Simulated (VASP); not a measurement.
Runs of VASP 6.6.1 on Al3Cu. Symmetry: P4/mmm, No. 123, tetragonal system. The conventional cell has a = 2.778 Å, b = 2.778 Å, c = 7.513 Å, α = 90.00°, β = 90.00°, γ = 90.00°. Al (site symmetry 4/mmm) has 12 Al at 2.78 to 2.85 Å within 3.7 Å. Within 3.4 Å of Al (site symmetry 4mm) lie 4 Cu at 2.60 Å and 9 Al at 2.78 to 3.40 Å. Cu (site symmetry 4/mmm) has 8 Al at 2.60 Å and 4 Cu at 2.78 Å within 3.4 Å. 

```tsv
k mesh	gap on the mesh (eV)	pressure (GPa)	largest force (eV/Å)
1 × 1 × 1	3.83	-13.4	4.94
6 × 6 × 2	none	0.7	(b)
8 × 8 × 4	none	1.2	0.18
24 × 24 × 10	none	-1.8	0.18
10 × 10 × 4	none	1.5	0.18
4 × 4 × 1	none	1.5	0.28
10 × 10 × 4, shifted	none	(c)	(a)
2 × 2 × 1	none	4.4	0.44
6 × 6 × 4	none	1.5	0.18
```

Alike in all rows: task single point; level PBEsol; potentials or basis VASP PAW PBE potentials, release 64 (Al, Cu); no spin polarisation; cell as given; cutoff (eV) 520; smearing gaussian 0.1 eV.

Q: Fill in the values left out.

A: (a) 0.13; (b) 0.17; (c) 1.0.

Caveats: some runs use coarse meshes; the PAW data sets were made with another functional, which shifts forces and pressure a little.

A k mesh can miss the band edges.

A gap of «none» marks levels without a gap at the run's occupations.
